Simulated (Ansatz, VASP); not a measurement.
One calculation of Sc3BN2, two programs

INCAR

```
SYSTEM = Sc3BN2
ALGO = Normal ; EDIFF = 1E-6
ENCUT = 520 ; GGA = PE
ISIF = 2 ; ISMEAR = 0
LASPH = .TRUE. ; LCHARG = .TRUE.
LELF = .TRUE. ; LREAL = .FALSE.
LVHAR = .TRUE. ; LWAVE = .FALSE.
NBANDS = 32 ; NELM = 60
PREC = Accurate ; SIGMA = 0.1
```

File KPOINTS:

```
k-points
0
G
  6 6 4
  0 0 0
```

File POSCAR:

```
Sc3BN2
1.0
    4.9330530500      0.0000000000      0.0000000000
   -2.4665265300      4.2721492600      0.0000000000
    0.0000000000      0.0000000000      4.1279423100
Sc B N
3 1 2
Direct
    0.5000000000      0.0000000000      0.0000000000
    0.0000000000      0.5000000000      0.0000000000
    0.5000000000      0.5000000000      0.0000000000
    0.0000000000      0.0000000000      0.0000000000
    0.0000000000      0.0000000000      0.3390704000
    0.0000000000      0.0000000000      0.6609296000
```

Input for Ansatz:

```yaml
crystal:
  lattice:
    - [4.93305305, 0.0, 0.0]
    - [-2.46652653, 4.27214926, 0.0]
    - [0.0, 0.0, 4.12794231]
  atoms:
    - { symbol: Sc, position: [0.5, 0.0, 0.0] }
    - { symbol: Sc, position: [0.0, 0.5, 0.0] }
    - { symbol: Sc, position: [0.5, 0.5, 0.0] }
    - { symbol: B, position: [0.0, 0.0, 0.0] }
    - { symbol: "N", position: [0.0, 0.0, 0.3390704] }
    - { symbol: "N", position: [0.0, 0.0, 0.6609296] }
basis:
  ecutwfc: 420
kpoints:
  mp_grid: { grid: [6, 6, 4] }
hamiltonian:
  xc: pbe
scf:
  occupations: { method: gaussian, width: 0.1 }
  lower_state_search: "off"
output:
  forces: true
  stress: true
  eigenvalues: true
```

Alike in both runs: task single point; functional PBE; k mesh 6 × 6 × 4; occupations gaussian, width 0.1 eV; no spin polarisation.

```csv
,VASP,Ansatz
version,VASP 6.6.1,Ansatz 0.2.0
potentials or method,"VASP PAW PBE potentials, release 64 (Sc_sv, B, N), cutoff 520 eV","scalar-relativistic, plane waves, PAW"
valence electrons in the cell,46,46
```

VASP gave:

- gap on the k mesh at the Fermi level (eV): none
- pressure (GPa): 15.5
- traceless stress, the component that is largest in VASP (GPa): -22.56
- rms of the force components (eV/Å): 0.429

Question: Which values does Ansatz return?

Answer: gap on the k mesh at the Fermi level (eV): none; pressure (GPa): 15.3; traceless stress, the component that is largest in VASP (GPa): -22.02; rms of the force components (eV/Å): 0.438.

Atom by atom the forces differ by 0.009 eV/Å (rms over components). A gap of «none» marks a metal or a gap that the smearing closes.

The k mesh is coarse, so the values compare programs but aren't converged.
